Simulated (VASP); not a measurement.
# C (P6_3/mmc) in VASP: further runs, part 2 of 2

VASP 6.6.1. Earlier steps stand in the parts before.

### 4 Single point, r2SCAN (strain +0.050 along x and y, +0.000 along z)

The COD entry that gives the cell may itself be a prediction, so a difference from it is no test against experiment.

File POSCAR:

```
C
1.0
    2.6353316695      0.0000000000      0.0000000000
   -1.3176658347      2.2822641731      0.0000000000
    0.0000000000      0.0000000000      8.2803246248
C
8
Direct
    0.0000000000      0.0000000000      0.0929334757
    0.0000000000      0.0000000000      0.5929334757
    0.0000000000      0.0000000000      0.4070665243
    0.0000000000      0.0000000000      0.9070665243
    0.3333333333      0.6666666667      0.1554962089
    0.6666666667      0.3333333333      0.6554962089
    0.3333333333      0.6666666667      0.3445037911
    0.6666666667      0.3333333333      0.8445037911
```

File INCAR.step1:

```
  ALGO = Normal
  EDIFF = 1E-4
  ENCUT = 520
  GGA = PE
  ISMEAR = 0
  LASPH = True
  LCHARG = False
  LREAL = False
  LWAVE = True
  NBANDS = 26
  NELM = 80
  PREC = Accurate
  SIGMA = 0.05
```

File INCAR.step2:

```
  ALGO = Normal
  EDIFF = 1E-6
  ENCUT = 520
  ISIF = 2
  ISMEAR = 0
  ISTART = 1
  LASPH = True
  LCHARG = False
  LMIXTAU = True
  LREAL = False
  LWAVE = False
  METAGGA = R2SCAN
  NBANDS = 26
  NELM = 80
  PREC = Accurate
  SIGMA = 0.05
```

File KPOINTS:

```
k-points
0
Gamma
  12 12 4
```

Potentials or basis: VASP PAW PBE potentials, release 64 (C).

Command:

```bash
> cat potpaw_PBE.64/C/POTCAR > POTCAR
> cp INCAR.step1 INCAR
> mpirun -np 1 vasp_std > vasp.out
> cp INCAR.step2 INCAR
> mpirun -np 1 vasp_std > vasp.out
```

OUTCAR:

```text
EDIFF = 1E-6
   ENCUT = 520
   ISIF = 2
   ISMEAR = 0
   ISTART = 1
   LASPH = True
   LREAL = False
   METAGGA = R2SCAN
   NELM = 80
   PREC = Accurate

 ion  position               nearest neighbor table
   1  0.000  0.000  0.093-   4 1.54   5 1.61   5 1.61   5 1.61
   2  0.000  0.000  0.593-   3 1.54   6 1.61   6 1.61   6 1.61
   3  0.000  0.000  0.407-   2 1.54   7 1.61   7 1.61   7 1.61
   4  0.000  0.000  0.907-   1 1.54   8 1.61   8 1.61   8 1.61
   5  0.333  0.667  0.155-   7 1.57   1 1.61   1 1.61   1 1.61
   6  0.667  0.333  0.655-   8 1.57   2 1.61   2 1.61   2 1.61
   7  0.333  0.667  0.345-   5 1.57   3 1.61   3 1.61   3 1.61
   8  0.667  0.333  0.845-   6 1.57   4 1.61   4 1.61   4 1.61

  LATTYP: Found a hexagonal cell.
 ALAT       =     2.6353316695
 C/A-ratio  =     3.1420426964

  Lattice vectors:

 A1 = (   2.6353316695,   0.0000000000,   0.0000000000)
 A2 = (  -1.3176658347,   2.2822641731,   0.0000000000)
 A3 = (   0.0000000000,   0.0000000000,   8.2803246248)

Analysis of symmetry for initial positions (statically):
=====================================================================
 Subroutine PRICEL returns:
 Original cell was already a primitive cell.

 Routine SETGRP: Setting up the symmetry group for a
 hexagonal supercell.

 Subroutine GETGRP returns: Found 24 space group operations
 (whereof 12 operations were pure point group operations)
 out of a pool of 24 trial point group operations.

The static configuration has the point symmetry D_3d.
 The point group associated with its full space group is D_6h.

Analysis of symmetry for dynamics (positions and initial velocities):
=====================================================================
 Subroutine PRICEL returns:
 Original cell was already a primitive cell.
[... 143 lines left out ...]
  Fermi-wavevector in a.u.,A,eV,Ry     =   1.412674  2.669567 27.152440  1.995648
  Thomas-Fermi vector in A             =   2.534398
   LORBIT       =      0    0 simple, 1 ext, 2 COOP (PROOUT), +10 PAW based schemes
   METAGGA = R2SCAN    functional components
   LHFCALC =     F    Hartree Fock is set to
   AEXX    =    0.0000 exact exchange contribution
   IVDW    =     0    specifies the selected vdW correction
   LEPSILON=     F    determine dielectric tensor
   LRPA    =     F    only Hartree local field effects (RPA)
 non-spin polarized calculation
 Gauss-broadening in eV      SIGMA  =   0.05
  energy-cutoff  :      520.00
  volume of cell :       49.80
 maximum number of plane-waves:      1367
 NGX is ok and might be reduce to    20
   NGX =  9   NGY =  9   NGZ = 31

 number of electron      31.9999999 magnetization

 Free energy of the ion-electron system (eV)
  ---------------------------------------------------
  ext. energy  EPLUGINS =         0.00000000
  ---------------------------------------------------
  free energy    TOTEN  =       -77.75856956 eV

  energy without entropy =      -77.75856956  energy(sigma->0) =      -77.75856956

 E-fermi :   8.7961     XC(G=0): -13.7473

 val. band max:        8.5833273313   @ k =   0.0000   0.0000   0.0000
 cond. band min:      12.5033874145   @ k =   0.5000   0.0000   0.0000
 fundamental gap:      3.9200600832
 Fermi energy:         8.7961446197

 k-point     1 :       0.0000    0.0000    0.0000
  band No.  band energies     occupation
      1     -13.0640      2.00000
      2     -11.3323      2.00000
      3     -11.2311      2.00000
      4      -7.0420      2.00000
      5      -4.7238      2.00000
      6       2.1631      2.00000
[... 685 lines left out ...]
     25      18.6845      0.00000
     26      20.8777      0.00000

 [... further k-points ...]

------------------------ aborting loop because EDIFF is reached ----------------------------------------

  FORCE on cell =-STRESS in cart. coord.  units (eV):
  Direction    XX          YY          ZZ          XY          YZ          ZX
  --------------------------------------------------------------------------------------
  -------------------------------------------------------------------------------------
  Total      -15.9621588    -15.9621588     -0.4174047     -0.0000000      0.0000000     -0.0000000
  in kB     -513.5156132   -513.5156132    -13.4282495     -0.0000000      0.0000000     -0.0000000
  external PRESSURE =    -346.8198253 kB  Pullay stress =       0.0000000 kB

 VOLUME and BASIS-vectors are now :
 -----------------------------------------------------------------------------
  energy-cutoff  :      520.00
  volume of cell :       49.80
      direct lattice vectors                 reciprocal lattice vectors
     2.635331670  0.000000000  0.000000000     0.379458879  0.219080686  0.000000000
    -1.317665835  2.282264173  0.000000000     0.000000000  0.438161371  0.000000000
     0.000000000  0.000000000  8.280324625     0.000000000  0.000000000  0.120768212

 POSITION                                       TOTAL-FORCE (eV/Angst)
 -----------------------------------------------------------------------------------
      0.00000      0.00000      0.76952        -0.000000      0.000000     -0.077176
      0.00000      0.00000      4.90968        -0.000000     -0.000000     -0.077176
      0.00000      0.00000      3.37064        -0.000000      0.000000      0.077176
      0.00000      0.00000      7.51081         0.000000     -0.000000      0.077176
     -0.00000      1.52151      1.28756        -0.000000     -0.000000     -0.057222
      1.31767      0.76075      5.42772         0.000000      0.000000     -0.057222
     -0.00000      1.52151      2.85260        -0.000000      0.000000      0.057222
      1.31767      0.76075      6.99277        -0.000000     -0.000000      0.057222
 -----------------------------------------------------------------------------------
    total drift:                               -0.000000      0.000000     -0.000000

  FREE ENERGIE OF THE ION-ELECTRON SYSTEM (eV)
  ---------------------------------------------------
  free  energy   TOTEN  =       -77.7585695639 eV

  energy  without entropy=      -77.7585695639  energy(sigma->0) =      -77.75856956
```

OSZICAR.step1:

```text
N       E                     dE             d eps       ncg     rms          rms(c)
DAV:   1     0.613385005298E+02    0.61339E+02   -0.16180E+04  2964   0.118E+03
DAV:   2    -0.686519147706E+02   -0.12999E+03   -0.12197E+03  3958   0.220E+02
DAV:   3    -0.738647684962E+02   -0.52129E+01   -0.51687E+01  3992   0.389E+01
DAV:   4    -0.739197418294E+02   -0.54973E-01   -0.54871E-01  3836   0.434E+00
DAV:   5    -0.739207870900E+02   -0.10453E-02   -0.10442E-02  3914   0.565E-01    0.986E+00
DAV:   6    -0.724758726231E+02    0.14449E+01   -0.96611E-01  3454   0.514E+00    0.588E+00
DAV:   7    -0.719912545926E+02    0.48462E+00   -0.12076E+00  3454   0.592E+00    0.116E+00
DAV:   8    -0.719946406161E+02   -0.33860E-02   -0.30812E-02  3858   0.942E-01    0.112E-01
DAV:   9    -0.719948703724E+02   -0.22976E-03   -0.77353E-04  3854   0.176E-01    0.348E-02
DAV:  10    -0.719949355913E+02   -0.65219E-04   -0.63397E-05  2622   0.534E-02
   1 F= -.71994936E+02 E0= -.71994936E+02  d E =-.135072E-11
```

It took 3 min on 1 thread of AMD EPYC 7R13 (Zen 3), shared host; peak memory 0.16 GiB.

What came out:

* Free energy: -77.7586 eV
* Pressure: -34.7 GPa
* Largest force: 0.077 eV/Å
* Band gap on the k mesh: 3.92 eV, indirect (least direct gap 4.76 eV)

Forces in eV/Å, atoms in the order of the input:
```
C    0.000  0.000 -0.077
C    0.000  0.000 -0.077
C    0.000  0.000  0.077
C    0.000  0.000  0.077
C    0.000  0.000 -0.057
C    0.000  0.000 -0.057
C    0.000  0.000  0.057
C    0.000  0.000  0.057
```

Caveat: the cell differs from its parent crystal (strain +0.050 along x and y, +0.000 along z); the PAW data sets were made with another functional, which shifts forces and pressure a little. A k mesh can miss the band edges.

### 5 Summary

| cell | gap on the mesh (eV) | pressure (GPa) | largest force (eV/Å) |
| --- | --- | --- | --- |
| a = 2.635, b = 2.635, c = 8.073 Å, angles 90.0, 90.0, 120.0°, 8 atoms | 3.59 | -24.5 | 0.25 |
| a = 2.573, b = 2.573, c = 8.487 Å, angles 90.0, 90.0, 120.0°, 8 atoms | 4.58 | -28.3 | 0.06 |
| a = 2.635, b = 2.635, c = 8.280 Å, angles 90.0, 90.0, 120.0°, 8 atoms | 3.92 | -34.7 | 0.08 |

Alike in all rows: task single point; level r2SCAN; potentials or basis VASP PAW PBE potentials, release 64 (C); no spin polarisation; k mesh 12 × 12 × 4; cutoff (eV) 520; smearing gaussian 0.05 eV.

Caveats: the PAW data sets were made with another functional, which shifts forces and pressure a little.

Absolute energies hang on the potentials; compare differences alone.
